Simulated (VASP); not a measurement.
**EuMg2Fe: single point with PBE**

The system is EuMg2Fe.

```
Eu Fe Mg
1.0
     4.84177    0.00000    0.00000
    -2.42088    4.19309    0.00000
     0.00000    0.00000    5.13784
Eu Fe Mg
1 1 2
Direct
  0.00000 0.00000 0.50000
  0.00000 0.00000 0.00000
  0.33333 0.66667 0.02156
  0.66667 0.33333 0.97844
```

| Item | Value |
| --- | --- |
| Program | VASP 6.6.1 |
| Task | single point |
| Functional | PBE |
| Potentials or basis | VASP PAW PBE potentials, release 64 (Eu, Fe, Mg) |
| Cutoff | 520 eV |
| k mesh | 6 × 6 × 5 |
| Occupations | fermi-dirac, width 0.05 eV |
| Spin | collinear spin, ferromagnetic start |
| Starting moments | [8.5, 4.5, 0.0, 0.0] μB |

* Pressure: -1.5 GPa
* Largest force: 0.062 eV/Å
* Net moment: 7.83 μB per cell
* Site moments: Eu +6.49; Fe +1.00; Mg -0.01 μB
* Valence electrons inside the program's atomic spheres: Eu 14.80; Fe 7.17; Mg 0.38

Forces in eV/Å, atoms in the order of the input:
```
Eu   0.000  0.000  0.000
Fe   0.000  0.000  0.000
Mg   0.000  0.000 -0.062
Mg   0.000  0.000  0.062
```

Stress tensor (GPa, compression positive):
```
-1.23  0.00  0.00
 0.00 -1.23  0.00
 0.00  0.00 -1.95
```

Levels at points of the mesh, in eV from the Fermi level:
Spin up:
| k point | band 15 | band 16 | band 17 | band 18 | band 19 | band 20 | band 21 | band 22 |
| --- | --- | --- | --- | --- | --- | --- | --- | --- |
| (0.00, 0.00, 0.00) | -0.44 | -0.33 | -0.26 | -0.07 | 0.69 | 1.79 | 1.79 | 2.45 |
| (0.50, 0.00, 0.00) | -0.45 | -0.42 | -0.32 | -0.28 | 0.50 | 0.57 | 2.09 | 2.92 |
Spin down:
```tsv
k point	band 8	band 9	band 10	band 11	band 12	band 13	band 14	band 15
(0.00, 0.00, 0.00)	-0.82	-0.76	-0.76	0.46	0.74	2.35	2.35	2.49
(0.50, 0.00, 0.00)	-1.11	-0.91	-0.37	-0.01	0.37	1.28	2.45	2.87
```

It took 5.4 min on 1 thread of AMD EPYC 9R45 96-Core Processor (Zen 5), on a shared host, peak memory 0.33 GiB.

Caveat: spin-orbit coupling is left out, which moves the levels of the heavy elements; without U or exact exchange the open f shell lies at the Fermi level, which spoils levels, moments and volumes. The state reached can hang on the start; a lower one may exist.
